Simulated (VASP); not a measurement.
Set up this calculation in VASP 6.6.1, as the native input.

* Task: single point
* Functional: PBE
* Potentials or basis: VASP PAW PBE potentials, release 64 (Pd)
* Cutoff: 520 eV
* k mesh: 18 × 18 × 18
* Occupations: gaussian, width 0.1 eV
* Spin: no spin polarisation
* Dipole correction: no
* Further INCAR settings: ALGO = Normal; EDIFF = 1e-06; NBANDS = 11

The structure of Pd lies in POSCAR:

```
Pd
1.0
    0.0000000000      1.9898466390      1.9898466390
    1.9898466390      0.0000000000      1.9898466390
    1.9898466390      1.9898466390      0.0000000000
Pd
1
Direct
    0.0000000000      0.0000000000      0.0000000000
```

This cell differs from its parent crystal: strained.

One way to write it, as run:

INCAR

```
  ALGO = Normal
  EDIFF = 1E-6
  ENCUT = 520
  GGA = PE
  ISIF = 2
  ISMEAR = 0
  LASPH = True
  LCHARG = True
  LELF = True
  LREAL = False
  LVHAR = True
  LWAVE = False
  NBANDS = 11
  NELM = 80
  PREC = Accurate
  SIGMA = 0.1
```

KPOINTS

```
k-points
0
Gamma
  18 18 18
```

Potentials or basis: VASP PAW PBE potentials, release 64 (Pd).

Launch:

```sh
$ cat potpaw_PBE.64/Pd/POTCAR > POTCAR
$ mpirun -np 1 vasp_std > vasp.out
```

Results of the run:

* Pressure: -4.7 GPa
* Band gap on the k mesh: zero (bands 5 and 6 overlap by 1.41 eV)

Caveat: the cell differs from its parent crystal (strained); the cell stands under tension.

It took 32 s on 1 thread of Intel Xeon 8259CL (shared host), peak memory 0.17 GiB.
